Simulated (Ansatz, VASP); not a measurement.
Na2S in VASP and in Ansatz

The input INCAR:

```
PREC = Accurate
ENCUT = 500
EDIFF = 1E-6
ISMEAR = 0
SIGMA = 0.01
LREAL = False
LASPH = True
NELM = 120
ALGO = Normal
ISIF = 2
LWAVE = False
LCHARG = False
GGA = PE
NBANDS = 17
GGA_COMPAT = False
```

Contents of KPOINTS:

```
Automatic mesh
0
Gamma
  4 4 4
```

Contents of POSCAR:

```
Na2S
1.0
    0.0000000000      3.2735000000      3.2735000000
    3.2735000000      0.0000000000      3.2735000000
    3.2735000000      3.2735000000      0.0000000000
Na S
2 1
Direct
    0.2500000000      0.2500000000      0.2500000000
    0.7500000000      0.7500000000      0.7500000000
    0.0000000000      0.0000000000      0.0000000000
```

Input for Ansatz:

```yaml
crystal:
  lattice:
    - [0.0, 3.2735, 3.2735]
    - [3.2735, 0.0, 3.2735]
    - [3.2735, 3.2735, 0.0]
  atoms:
    - { symbol: Na, position: [0.25, 0.25, 0.25] }
    - { symbol: Na, position: [0.75, 0.75, 0.75] }
    - { symbol: S, position: [0.0, 0.0, 0.0] }
kpoints:
  mp_grid:
    grid: [4, 4, 4]
hamiltonian:
  xc: pbe
  pseudopotentials:
    kind: paw
scf:
  occupations:
    method: fixed
output:
  eigenvalues: true
```

Alike in both runs: task single point; functional PBE; k mesh 4 × 4 × 4; no spin polarisation.

```csv
,VASP,Ansatz
version,VASP 6.6.1,Ansatz 0.2.0
potentials or method,"VASP PAW PBE potentials, release 64 (Na_pv, S)","plane waves, PAW"
plane-wave cutoff (eV),500,420
occupations,"gaussian, width 0.01 eV",fixed
valence electrons in the cell,20,24
```

```csv
,VASP,Ansatz,Ansatz less VASP
gap on the k mesh at the Fermi level (eV),2.47,2.48,+0.002
```

VASP's potentials hold 20 valence electrons a cell and Ansatz's 24, so a difference there can come from the potentials and not from the codes.
